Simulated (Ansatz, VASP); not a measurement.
Ta4Mo in VASP and in Ansatz

Contents of INCAR:

```
  PREC = Accurate
  ENCUT = 600
  EDIFF = 1E-6
  ISMEAR = 0
  SIGMA = 0.1
  LREAL = F
  LASPH = T
  NELM = 60
  ALGO = Fast
  ISIF = 3
  LWAVE = F
  LCHARG = F
  GGA = PE
  IBRION = 2
  NSW = 100
  EDIFFG = -0.01
```

KPOINTS

```
regular mesh
0
Gamma
  10 10 10
```

The input POSCAR:

```
Ta4Mo
1.0
   -3.0090284552      3.0090284552      3.0090284552
    3.0090284552     -3.0090284552      3.0090284552
    3.0090284552      3.0090284552     -3.0090284552
Ta Mo
4 1
Direct
    0.0000000000      0.0000000000      0.5000000000
    0.0000000000      0.5000000000      0.0000000000
    0.5000000000      0.0000000000      0.0000000000
    0.5000000000      0.5000000000      0.5000000000
    0.0000000000      0.0000000000      0.0000000000
```

Input for Ansatz:

```yaml
crystal:
  lattice:
    - [-3.0090284552, 3.0090284552, 3.0090284552]
    - [3.0090284552, -3.0090284552, 3.0090284552]
    - [3.0090284552, 3.0090284552, -3.0090284552]
  atoms:
    - { symbol: Ta, position: [0.0, 0.0, 0.5] }
    - { symbol: Ta, position: [0.0, 0.5, 0.0] }
    - { symbol: Ta, position: [0.5, 0.0, 0.0] }
    - { symbol: Ta, position: [0.5, 0.5, 0.5] }
    - { symbol: Mo, position: [0.0, 0.0, 0.0] }
basis:
  ecutwfc: 420
kpoints:
  mp_grid: { grid: [10, 10, 10] }
hamiltonian:
  xc: pbe
scf:
  occupations: { method: gaussian, width: 0.1 }
output:
  forces: true
  stress: true
  eigenvalues: true
relax:
  adjacent_minimum: "off"
  f_tol: 0.01
  max_steps: 80
  cell: { stress_tol: 0.05 }
```

Change from the starting cell: species swapped into the MnGa4 type (Im-3m, No. 229).

Alike in both runs: task relaxation of cell and atoms; functional PBE; k mesh 10 × 10 × 10; occupations gaussian, width 0.1 eV; no spin polarisation.

|  | VASP | Ansatz |
| --- | --- | --- |
| version | VASP 6.6.1 | Ansatz 0.2.0 |
| potentials or method | VASP PAW PBE potentials, release 64 (Ta_pv, Mo_sv), cutoff 600 eV | scalar-relativistic, plane waves, PAW |
| valence electrons in the cell | 58 | 66 |

```csv
,VASP,Ansatz,Ansatz less VASP
"gap on the k mesh at the Fermi level, each at its own relaxed structure (eV)",none,none,-
relaxed volume (Å³/atom),21.69,21.67,-0.018
relaxed cell length with the largest relative difference (Å),5.203,5.202,-0.0014
```

A gap of «none» marks a metal or a gap that the smearing closes. VASP's potentials hold 58 valence electrons a cell and Ansatz's 66, so a difference there can come from the potentials and not from the codes.

Neither program's run includes spin-orbit coupling.
